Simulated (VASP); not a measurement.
CuSi16 (a cell with a defect), 17 atoms in the cell. The cell holds a defect, 17 atoms: a = 7.679 Å, b = 7.679 Å, c = 7.679 Å, α = 60.00°, β = 60.00°, γ = 60.00°. 

- Program: VASP 6.6.1
- Task: single point
- Functional: PBE
- Potentials or basis: VASP PAW PBE potentials, release 64 (Si, Cu)
- Cutoff: 520 eV
- k mesh: 2 × 2 × 2
- Occupations: fermi-dirac, width 0.02 eV
- Spin: no spin polarisation
- Dipole correction: no
- Charge: 1
- Further INCAR settings: LREAL = Auto; ALGO = Normal; EDIFF = 1e-06; NBANDS = 52; NELECT = 74.0

Potentials or basis: VASP PAW PBE potentials, release 64 (Si, Cu).

Command:

```console
$ cat potpaw_PBE.64/Si/POTCAR potpaw_PBE.64/Cu/POTCAR > POTCAR
$ mpirun -np 1 vasp_std > vasp.out
```

Hardware: 1 thread of Intel(R) Xeon(R) Platinum 8259CL CPU @ 2.50GHz (Skylake/Cascade Lake) (shared host).

Estimate the wall time of this run.

It took 4.5 min on 1 thread of Intel(R) Xeon(R) Platinum 8259CL CPU @ 2.50GHz (Skylake/Cascade Lake) (shared host), peak memory 0.5 GiB. Counts: scf iterations 17, k points 8.
